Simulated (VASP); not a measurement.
Crystal: SiC5.

```
Si C
1.0
     4.72521    0.00000    0.00000
    -2.36261    4.09215    0.00000
     0.00000    0.00000    7.03755
Si C
2 10
Direct
  0.00000 0.00000 0.75000
  0.00000 0.00000 0.25000
  0.63000 0.00000 0.75000
  0.33333 0.66667 0.75000
  0.66667 0.33333 0.75000
  0.00000 0.63000 0.75000
  0.37000 0.37000 0.75000
  0.63000 0.63000 0.25000
  0.66667 0.33333 0.25000
  0.33333 0.66667 0.25000
  0.00000 0.37000 0.25000
  0.37000 0.00000 0.25000
```

| Item | Value |
| --- | --- |
| Program | VASP 6.6.1 |
| Task | relaxation of cell and atoms |
| Functional | PBE |
| Potentials or basis | VASP PAW PBE potentials, release 64 (Si, C_h) |
| Cutoff | 1300 eV |
| k mesh | 4 × 4 × 3 |
| Occupations | gaussian, width 0.2 eV |
| Spin | no spin polarisation |

At the start: pressure -8.6 GPa; volume 11.34 Å³/atom.

Problem. How do energy, volume and symmetry change on relaxing?

Solution. Over 6 steps the energy falls by 40.9 meV/atom and the volume is 11.00 Å³/atom (-3.0 %); space group P6_3/mcm (No. 193, to 0.1 Å) before and after.

The path:
| step | energy change (eV) | largest force (eV/Å) | pressure (GPa) | volume (Å³) |
| --- | --- | --- | --- | --- |
| 1 | 0.0000 | 2.0526 | -8.58 | 136.08 |
| 2 | 0.5726 | 2.1875 | 22.25 | 124.37 |
| 3 | -0.4666 | 0.5045 | 1.98 | 131.18 |
| 4 | -0.4673 | 0.4421 | 2.40 | 131.01 |
| 5 | -0.4522 | 0.5413 | -2.75 | 133.25 |
| 6 | -0.4902 | 0.0077 | 0.09 | 131.98 |

Final structure:
```cif
data_structure
_symmetry_space_group_name_H-M 'P 1'
_symmetry_Int_Tables_number 1
_cell_length_a 4.6505
_cell_length_b 4.6505
_cell_length_c 7.0465
_cell_angle_alpha 90.000
_cell_angle_beta 90.000
_cell_angle_gamma 120.000
_cell_volume 131.98
loop_
_atom_site_label
_atom_site_type_symbol
_atom_site_fract_x
_atom_site_fract_y
_atom_site_fract_z
_atom_site_occupancy
Si1 Si 0.00000 0.00000 0.75000 1
Si2 Si 0.00000 0.00000 0.25000 1
C1 C 0.61943 0.00000 0.75000 1
C2 C 0.33333 0.66667 0.75000 1
C3 C 0.66667 0.33333 0.75000 1
C4 C 0.00000 0.61943 0.75000 1
C5 C 0.38057 0.38057 0.75000 1
C6 C 0.61943 0.61943 0.25000 1
C7 C 0.66667 0.33333 0.25000 1
C8 C 0.33333 0.66667 0.25000 1
C9 C 0.00000 0.38057 0.25000 1
C10 C 0.38057 0.00000 0.25000 1
```

Caveat: the k points lie up to 0.39 Å⁻¹ apart in the final cell.
